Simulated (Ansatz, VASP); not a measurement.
One calculation of Sb, two programs

```xyz
1
Lattice="3.2390 0.0000 0.0000 0.0000 3.2390 0.0000 0.0000 0.0000 3.3180" Properties=species:S:1:pos:R:3 pbc="T T T"
Sb    0.0000    0.0000    0.0000
```

Change from the starting cell: strain +0.025 along x and y, +0.050 along z, atoms carried along.

Alike in both runs: task single point; functional r2SCAN; k mesh 16 × 16 × 16; occupations gaussian, width 0.15 eV; no spin polarisation.

```csv
,VASP,Ansatz
version,VASP 6.6.1,Ansatz 0.2.0
potentials or method,"VASP PAW PBE potentials, release 64 (Sb), cutoff 520 eV","scalar-relativistic, plane waves, PAW"
valence electrons in the cell,5,15
```

```tsv
	VASP	Ansatz	Ansatz less VASP
gap on the k mesh at the Fermi level (eV)	none	none	-
pressure (GPa)	-7.0	-6.9	+0.04
traceless stress, the component that is largest in VASP (GPa)	-0.78	-0.78	-0.001
```

VASP's potentials were made for PBE, not for r2SCAN. A gap of «none» marks a metal or a gap that the smearing closes. With one functional, cell and mesh, what is left measures potentials, basis and numerics. VASP's potentials hold 5 valence electrons a cell and Ansatz's 15, so a difference there can come from the potentials and not from the codes.

Neither program's run includes spin-orbit coupling.
